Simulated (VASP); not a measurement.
The system is MgB2.

```
CELL_PARAMETERS angstrom
3.07141 0.00000 0.00000
-1.53570 2.65992 0.00000
0.00000 0.00000 3.50146
ATOMIC_POSITIONS crystal
Mg 0.00000 0.00000 0.00000
B 0.33333 0.66667 0.50000
B 0.66667 0.33333 0.50000
```

Base run:

| Quantity | Value |
| --- | --- |
| Program | VASP 6.6.1 |
| Functional | r2SCAN |
| Potentials or basis | VASP PAW PBE potentials, release 64 (Mg, B) |
| Cutoff | 520 eV |
| k mesh | 12 × 12 × 8 |
| Occupations | fermi-dirac, width 0.02 eV |
| Spin | no spin polarisation |

Its results: band gap on the k mesh zero (band 4 reaches 7.30 eV, above the bottom of band 5 at 3.26 eV); pressure -0.4 GPa.

Q: The run is repeated on the same cell with these changes: functional from r2SCAN to PBE. What comes out?

A: Band gap on the k mesh zero (band 4 reaches 7.18 eV, above the bottom of band 5 at 3.33 eV); pressure 1.0 GPa.

Caveats: the PAW data sets were made with another functional, which shifts forces and pressure a little (some runs).
